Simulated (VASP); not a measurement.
Input of a VASP 6.6.1 run:

File INCAR:

```
SYSTEM = CdO
PREC = Accurate
ENCUT = 600
EDIFF = 1E-6
ISMEAR = -1
SIGMA = 0.02
LREAL = .False.
LASPH = .True.
NELM = 120
ALGO = Normal
ISIF = 2
LWAVE = .False.
LCHARG = .True.
GGA = PE
LELF = .True.
LVHAR = .True.
NBANDS = 16
GGA_COMPAT = .False.
```

File KPOINTS:

```
regular mesh
0
Gamma
  8 8 8
  0 0 0
```

Contents of POSCAR:

```
CdO
1.0
    0.0000000000      2.3353398470      2.3353398470
    2.3353398470      0.0000000000      2.3353398470
    2.3353398470      2.3353398470      0.0000000000
Cd O
1 1
Direct
    0.0000000000      0.0000000000      0.0000000000
    0.5000000000      0.5000000000      0.5000000000
```

Potentials or basis: VASP PAW PBE potentials, release 64 (Cd, O).

Launch:

```console
$ cat potpaw_PBE.64/Cd/POTCAR potpaw_PBE.64/O/POTCAR > POTCAR
$ mpirun -np 1 vasp_std > vasp.out
```

Problem. Estimate the band gap on the k mesh.

Solution. Zero (bands 9 and 10 overlap by 0.39 eV).

Problem. What does it give for the pressure?

Solution. 10.4 GPa.

Caveat: the cell stands under pressure; semilocal functionals underestimate gaps, so a narrow gap can read as zero.
